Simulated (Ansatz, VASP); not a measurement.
## Li: VASP beside Ansatz

```
Li
1.0
     6.98000    0.00000    0.00000
     0.00000    6.98000    0.00000
     0.00000    0.00000    6.98000
Li
17
Direct
  0.00074 0.97045 0.02081
  0.47053 0.96249 0.98972
  0.98522 0.51027 0.02945
  0.98550 0.13756 0.41583
  0.27631 0.26208 0.21102
  0.53020 0.53636 0.05805
  0.47621 0.00105 0.52052
  0.70139 0.22207 0.20188
  0.98930 0.50245 0.49685
  0.24386 0.75708 0.28641
  0.24469 0.25216 0.77426
  0.51454 0.46751 0.48667
  0.75494 0.78425 0.30257
  0.74483 0.24441 0.77129
  0.30115 0.65002 0.77738
  0.72494 0.72654 0.75683
  0.05788 0.88378 0.64368
```

Alike in both runs: functional PBE; k mesh 2 × 2 × 2; occupations fermi-dirac, width 0.1 eV; no spin polarisation.

Ansatz relaxed the structure, and its values are those at the end. VASP's run is a single point on that final structure, the one shown.

```csv
,VASP,Ansatz
version,VASP 6.6.1,Ansatz 0.2.0
potentials or method,"VASP PAW PBE potentials, release 64 (Li_sv), cutoff 520 eV","scalar-relativistic, plane waves, PAW"
valence electrons in the cell,51,51
```

```csv
,VASP,Ansatz,Ansatz less VASP
rms of the force components (eV/Å),0.025,0.025,-0.0005
```

The functional is the same, so the differences come from potentials, cutoffs and numerics.

The k mesh is coarse, so the values compare programs but aren't converged. Noted on VASP's run: the cutoff is under 1.25 times that of the potentials, so the pressure is a little rough.
